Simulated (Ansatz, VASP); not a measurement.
## ScIn3Rh in VASP and in Ansatz

```
Sc In Rh
1.0
     5.17993    0.04573   -0.02347
     1.89947    4.82105   -0.05462
     0.03223    0.06883    9.24843
Sc In Rh
2 6 2
Direct
  0.60081 0.21724 0.25253
  0.78306 0.39896 0.74765
  0.37569 0.17149 0.92558
  0.39134 0.14322 0.57764
  0.23013 0.86314 0.24681
  0.13698 0.76994 0.75275
  0.85646 0.60916 0.42284
  0.82791 0.62436 0.07425
  0.90250 0.09781 0.49993
  0.89512 0.10469 0.00003
```

Change from the starting cell: the structure that the rattled cell fell into.

Alike in both runs: functional PBE; k mesh 4 × 4 × 2; occupations gaussian, width 0.1 eV; no spin polarisation.

Ansatz relaxed the structure, and its values are those at the end. VASP's run is a single point on that final structure, the one shown.

|  | VASP | Ansatz |
| --- | --- | --- |
| version | VASP 6.6.1 | Ansatz 0.2.0 |
| potentials or method | VASP PAW PBE potentials, release 64 (Sc_sv, In_d, Rh_pv), cutoff 500 eV | scalar-relativistic, plane waves, PAW |
| valence electrons in the cell | 130 | 134 |

```tsv
	VASP	Ansatz	Ansatz less VASP
gap on the k mesh at the Fermi level (eV)	none	none	-
pressure (GPa)	0.0	-0.1	-0.05
rms of the force components (eV/Å)	0.008	0.009	+0.0013
```

A gap of «none» marks a metal or a gap that the smearing closes. VASP's potentials hold 130 valence electrons a cell and Ansatz's 134, so a difference there can come from the potentials and not from the codes.
